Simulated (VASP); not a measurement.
# Ta (R-3m) in VASP: single point with PBE

Aim: the single point of Ta with PBE.

Program: VASP 6.6.1. These are calculated values, not measurements. Logs are shortened: lines on timing, memory, paths and dates and some standing lists are left out, and cuts for length are marked.

## (1) The cell of the first run

It takes space group R-3m (No. 166, trigonal). The conventional cell has a = 2.908 Å, b = 2.908 Å, c = 7.552 Å, α = 90.00°, β = 90.00°, γ = 120.00°. Ta (site symmetry -3m) has 12 Ta at 2.91 to 3.03 Å within 3.8 Å.

## (2) Single point, PBE

Input file INCAR:

```
SYSTEM = Ta
ALGO = Normal
EDIFF = 1E-6
ENCUT = 500
GGA = PE
GGA_COMPAT = .False.
ISIF = 2
ISMEAR = 0
ISYM = 0
LASPH = .True.
LCHARG = .False.
LREAL = .False.
LWAVE = .False.
NBANDS = 12
NELM = 120
PREC = Accurate
SIGMA = 0.1
```

Input file KPOINTS:

```
k-points
0
Gamma
  12 12 14
  0 0 0
```

Input file POSCAR:

```
Ta
1.0
    2.9076478652      0.0000000000      0.0000000000
   -1.4538239326      2.5180969165      0.0000000000
    1.4538239326      0.8393656388      2.5173403860
Ta
1
Direct
    0.0000000000      0.0000000000      0.0000000000
```

Potentials or basis: VASP PAW PBE potentials, release 64 (Ta_pv).

The run is started by

```bash
$ cat potpaw_PBE.64/Ta_pv/POTCAR > POTCAR
$ mpirun -np 1 vasp_std > vasp.out
```

OUTCAR:

```text
SYSTEM = Ta
   EDIFF = 1E-6
   ENCUT = 500
   GGA = PE
   ISIF = 2
   ISMEAR = 0
   ISYM = 0
   LASPH = .True.
   LREAL = .False.
   NELM = 120
   PREC = Accurate

 ion  position               nearest neighbor table
   1  0.000  0.000  0.000-

IMPORTANT INFORMATION: All symmetrisations will be switched off!
NOSYMM: (Re-)initialisation of all symmetry stuff for point group C_1.

----------------------------------------------------------------------------------------

                                     Primitive cell

  volume of cell :      18.4313

  direct lattice vectors                    reciprocal lattice vectors
     2.907647865  0.000000000  0.000000000     0.343920601  0.198562651 -0.264829767
    -1.453823933  2.518096916  0.000000000     0.000000000  0.397125303 -0.132414883
     1.453823933  0.839365639  2.517340386     0.000000000  0.000000000  0.397244650

  length of vectors
     2.907647865  2.907647865  3.025746407     0.477329353  0.418619406  0.397244650

  position of ions in fractional coordinates (direct lattice)
     0.000000000  0.000000000  0.000000000

  ion indices of the primitive-cell ions
   primitive index   ion index
                 1           1

----------------------------------------------------------------------------------------

 KPOINTS: k-points

Automatic generation of k-mesh.
 Grid dimensions read from file:
 generate k-points for:   12   12   14

 Generating k-lattice:

  Cartesian coordinates                     Fractional coordinates (reciprocal lattice)
     0.028660050  0.016546888 -0.022069147     0.083333333 -0.000000000  0.000000000
     0.000000000  0.033093775 -0.011034574     0.000000000  0.083333333 -0.000000000
     0.000000000  0.000000000  0.028374618     0.000000000  0.000000000  0.071428571

  Length of vectors
     0.039777446  0.034884951  0.028374618

  Shift w.r.t. Gamma in fractional coordinates (k-lattice)
     0.000000000  0.000000000  0.000000000

 -----------------------------------------------------------------------------
|                                                                             |
|           W    W    AA    RRRRR   N    N  II  N    N   GGGG   !!!           |
|           W    W   A  A   R    R  NN   N  II  NN   N  G    G  !!!           |
|           W    W  A    A  R    R  N N  N  II  N N  N  G       !!!           |
|           W WW W  AAAAAA  RRRRR   N  N N  II  N  N N  G  GGG   !            |
|           WW  WW  A    A  R   R   N   NN  II  N   NN  G    G                |
|           W    W  A    A  R    R  N    N  II  N    N   GGGG   !!!           |
|                                                                             |
|     Your reciprocal lattice and k-lattice belong to different lattice       |
|     classes:                                                                |
|                                                                             |
|        The reciprocal lattice is rhombohedral (trigonal),                   |
|        whereas your k-lattice is base-centered monoclinic.                  |
|                                                                             |
|     Results are often still useful ...                                      |
|                                                                             |
 -----------------------------------------------------------------------------

 WARNING: IBZKPT: internal override: KBLOWUP is changed to .FALSE.
      ... skipping the blow-up phase ...

 Subroutine IBZKPT returns following result:
 ===========================================

 Found   1012 irreducible k-points:

 Following reciprocal coordinates:
            Coordinates               Weight
  0.000000  0.000000  0.000000      1.000000
  0.083333  0.000000  0.000000      2.000000
  0.166667  0.000000  0.000000      2.000000
  0.250000  0.000000  0.000000      2.000000
  0.333333  0.000000  0.000000      2.000000
  0.416667  0.000000  0.000000      2.000000
[... 16 lines left out ...]
  0.250000  0.166667  0.000000      2.000000
  0.333333  0.166667  0.000000      2.000000
 [... further k-points ...]
   k-points           NKPTS =   1012   k-points in BZ     NKDIM =   1012   number of bands    NBANDS=     12
   number of dos      NEDOS =    301   number of ions     NIONS =      1
   total plane-waves  NPLWV =  13824
   dimension x,y,z NGX =    24 NGY =   24 NGZ =   24
   dimension x,y,z NGXF=    48 NGYF=   48 NGZF=   48
   ions per type =               1
   NGX,Y,Z   is equivalent  to a cutoff of  13.72, 13.72, 13.19 a.u.
   NGXF,Y,Z  is equivalent  to a cutoff of  27.44, 27.44, 26.37 a.u.
 SYSTEM =  Ta
   PREC   = accura    normal or accurate (medium, high low for compatibility)
   ISTART =      0    job   : 0-new  1-cont  2-samecut
   ICHARG =      2    charge: 1-file 2-atom 10-const
   ISPIN  =      1    spin polarized calculation?
   LNONCOLLINEAR =      F non collinear calculations
   LSORBIT =      F    spin-orbit coupling
   LASPH  =      T    aspherical Exc in radial PAW
   ENCUT  =  500.0 eV  36.75 Ry    6.06 a.u.   5.30  5.30  5.52*2*pi/ulx,y,z
   NELM   =    120;   NELMIN=  2; NELMDL= -5     # of ELM steps
   EDIFF  = 0.1E-05   stopping-criterion for ELM
   LREAL  =      F    real-space projection
   EDIFFG = 0.1E-04   stopping-criterion for IOM
   NSW    =      0    number of steps for IOM
   IBRION =     -1    ionic relax: 0-MD 1-quasi-New 2-CG
   NFREE  =      0    steps in history (QN), initial steepest desc. (CG)
   ISIF   =      2    stress and relaxation
   ISYM   =      0    0-nonsym 1-usesym 2-fastsym
   POTIM  = 0.5000    time-step for ionic-motion
   TEBEG  =    0.0;   TEEND  =   0.0 temperature during run
   PSTRESS=    0.0 pullay stress
   NELECT =      11.0000    total number of electrons
   NUPDOWN=      -1.0000    fix difference up-down
   EMIN   =  10.00;   EMAX   =-10.00  energy-range for DOS
   EFERMI =   0.00;   METHOD = LEGACY
   ISMEAR =     0;   SIGMA  =   0.10  broadening in eV -4-tet -1-fermi 0-gaus
   EFERMI_NEDOS =   21; number of points for ismear=-14 and -15
   IALGO  =     38    algorithm
   IMIX   =      4    mixing-type and parameters
     AMIX     =   0.40;   BMIX     =  1.00
     AMIX_MAG =   1.60;   BMIX_MAG =  1.00
  volume/ion in A,a.u.               =      18.43       124.38
  Fermi-wavevector in a.u.,A,eV,Ry     =   1.378331  2.604669 25.848315  1.899798
  Thomas-Fermi vector in A             =   2.503403
   LORBIT       =      0    0 simple, 1 ext, 2 COOP (PROOUT), +10 PAW based schemes
   GGA     = PE    functional components
   LHFCALC =     F    Hartree Fock is set to
   AEXX    =    0.0000 exact exchange contribution
   IVDW    =     0    specifies the selected vdW correction
   LEPSILON=     F    determine dielectric tensor
   LRPA    =     F    only Hartree local field effects (RPA)
 non-spin polarized calculation
 Gauss-broadening in eV      SIGMA  =   0.10
  energy-cutoff  :      500.00
  volume of cell :       18.43
 maximum number of plane-waves:       489
 NGX is ok and might be reduce to    24
   NGX = 11   NGY = 11   NGZ = 11

 number of electron      10.9999999 magnetization

 Free energy of the ion-electron system (eV)
  ---------------------------------------------------
  ext. energy  EPLUGINS =         0.00000000
  ---------------------------------------------------
  free energy    TOTEN  =       -11.55930767 eV

  energy without entropy =      -11.55319272  energy(sigma->0) =      -11.55625020

 E-fermi :   5.6458     XC(G=0): -12.4982

 val. band max:        5.6446186890   @ k =   0.0000   0.3333   0.1429
 cond. band min:       5.6499227915   @ k =  -0.2500   0.0000   0.1429
 fundamental gap:      0.0053041025
 Fermi energy:         5.6457665017

 k-point     1 :       0.0000    0.0000    0.0000
  band No.  band energies     occupation
      1     -27.9642      2.00000
      2     -27.8069      2.00000
      3     -27.8067      2.00000
      4      -2.5251      2.00000
      5       5.4546      1.99314
      6       6.4231      0.00000
      7       6.4236      0.00000
      8       9.2681      0.00000
      9       9.2687      0.00000
     10      18.1576      0.00000
     11      19.8977      0.00000
     12      22.2632      0.00000

 k-point     2 :       0.0833    0.0000    0.0000
  band No.  band energies     occupation
      1     -28.0017      2.00000
      2     -27.8751      2.00000
      3     -27.8324      2.00000
      4      -2.1461      2.00000
      5       5.4287      1.99786
      6       6.2870      0.00000
      7       6.6497      0.00000
      8       8.7567      0.00000
      9       9.3928      0.00000
     10      18.9523      0.00000
     11      19.8973      0.00000
     12      22.1511      0.00000

 k-point     3 :       0.1667    0.0000    0.0000
  band No.  band energies     occupation
      1     -28.1495      2.00000
      2     -28.0083      2.00000
      3     -27.9023      2.00000
      4      -1.0971      2.00000
      5       4.7583      2.00000
      6       6.7134      0.00000
      7       7.3207      0.00000
      8       7.5728      0.00000
      9       9.7489      0.00000
     10      19.8962      0.00000
     11      20.9942      0.00000
     12      21.9156      0.00000
[... 286 lines left out ...]
 k-point    23 :       0.2500    0.1667    0.0000
  band No.  band energies     occupation
      1     -28.6856      2.00000
      2     -28.1917      2.00000
      3     -28.1656      2.00000
      4       1.7693      2.00000
      5       3.4665      2.00000
      6       5.5467      1.83880
      7       8.1151      0.00000
      8      10.8847      0.00000
      9      11.6205      0.00000
     10      18.1428      0.00000
     11      19.9037      0.00000
     12      21.1498      0.00000

 k-point    24 :       0.3333    0.1667    0.0000
  band No.  band energies     occupation
      1     -28.7801      2.00000
      2     -28.2876      2.00000
      3     -28.2500      2.00000
      4       1.8825      2.00000
      5       3.0051      2.00000
      6       6.4199      0.00000
      7       9.2417      0.00000
      8      11.7772      0.00000
      9      13.1338      0.00000
     10      15.8763      0.00000
     11      19.3700      0.00000
     12      19.8949      0.00000

 [... further k-points ...]
[... 5 lines left out ...]
  --------------------------------------------------------------------------------------
  -------------------------------------------------------------------------------------
  Total        0.6443683      0.6414880      0.1727842      0.0025015      0.0134529      0.0233018
  in kB       56.0129636     55.7625919     15.0195985      0.2174444      1.1694209      2.0255519
  external PRESSURE =      42.2650513 kB  Pullay stress =       0.0000000 kB

 VOLUME and BASIS-vectors are now :
 -----------------------------------------------------------------------------
  energy-cutoff  :      500.00
  volume of cell :       18.43
      direct lattice vectors                 reciprocal lattice vectors
     2.907647865  0.000000000  0.000000000     0.343920601  0.198562651 -0.264829767
    -1.453823933  2.518096916  0.000000000     0.000000000  0.397125303 -0.132414883
     1.453823933  0.839365639  2.517340386     0.000000000  0.000000000  0.397244650

 POSITION                                       TOTAL-FORCE (eV/Angst)
 -----------------------------------------------------------------------------------
      0.00000      0.00000      0.00000         0.000000     -0.000000      0.000000
 -----------------------------------------------------------------------------------
    total drift:                                0.000000     -0.000000      0.000000

  FREE ENERGIE OF THE ION-ELECTRON SYSTEM (eV)
  ---------------------------------------------------
  free  energy   TOTEN  =       -11.5593076673 eV

  energy  without entropy=      -11.5531927242  energy(sigma->0) =      -11.55625020
```

It took 1.8 min on 1 thread of AMD EPYC 9R45 (Zen 5), shared host; peak memory 0.28 GiB.

Results:

```yaml
Free_energy: -11.5593 eV
Pressure: 4.2 GPa
Band_gap_on_the_k_mesh: zero (an odd number of electrons rules out a gap without spin polarisation)
```

Stress tensor (GPa, compression positive):
```
5.60 0.02 0.20
0.02 5.58 0.12
0.20 0.12 1.50
```

Levels at points of the mesh, in eV from the Fermi level:
```csv
k point,band 2,band 3,band 4,band 5,band 6,band 7,band 8,band 9
"(0.00, 0.00, 0.00)",-33.45,-33.45,-8.17,-0.19,0.78,0.78,3.62,3.62
"(0.50, 0.00, 0.00)",-33.96,-33.83,-4.46,-3.41,3.05,5.81,6.57,6.84
"(0.00, 0.50, 0.00)",-33.71,-33.64,-4.61,-0.32,0.70,0.97,5.50,6.43
"(0.50, 0.50, 0.00)",-33.71,-33.64,-4.61,-0.32,0.70,0.97,5.50,6.43
"(0.00, 0.00, 0.50)",-33.56,-33.56,-4.80,0.24,0.45,0.45,5.79,5.79
"(0.50, 0.00, 0.50)",-33.72,-33.64,-4.61,-0.32,0.70,0.97,5.51,6.43
"(0.00, 0.50, 0.50)",-33.96,-33.83,-4.46,-3.41,3.05,5.81,6.57,6.84
"(0.50, 0.50, 0.50)",-33.96,-33.83,-4.46,-3.41,3.05,5.81,6.57,6.84
```

Caveat: the cell stands under pressure; spin-orbit coupling is left out, which moves the levels of the heavy elements.
